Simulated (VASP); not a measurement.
A run of VASP 6.6.1:

INCAR

```
SYSTEM = CsAs3
PREC = Accurate
ENCUT = 520
EDIFF = 1E-7
ISMEAR = 0
SIGMA = 0.02
LREAL = .FALSE.
LASPH = .TRUE.
NELM = 60
ALGO = Normal
ISIF = 2
LWAVE = .FALSE.
LCHARG = .FALSE.
GGA = PE
NBANDS = 20
```

KPOINTS

```
Automatic mesh
0
G
  6 6 6
  0 0 0
```

The input POSCAR:

```
CsAs3
1.0
    3.2185514570      1.8582315501      6.0438186022
   -3.2185514570      1.8582315501      6.0438186022
    0.0000000000     -3.7164631002      6.0438186022
Cs As
1 3
Direct
    0.5000000000      0.5000000000      0.5000000000
    0.8788607960      0.8788607960      0.8788607960
    0.1211392040      0.1211392040      0.1211392040
    0.0000000000      0.0000000000      0.0000000000
```

Potentials or basis: VASP PAW PBE potentials, release 64 (Cs_sv, As).

The run is started by

```console
$ cat potpaw_PBE.64/Cs_sv/POTCAR potpaw_PBE.64/As/POTCAR > POTCAR
$ mpirun -np 1 vasp_std > vasp.out
```

Hardware: 1 thread of Oxide Virtual Turin-like Processor (shared host).

**Question.** Estimate the wall time of this run.

**Answer.** Run time: 3.5 min on 1 thread of Oxide Virtual Turin-like Processor, with other jobs on the host, peak memory 0.44 GiB. Counts: scf iterations 16, k points 32.
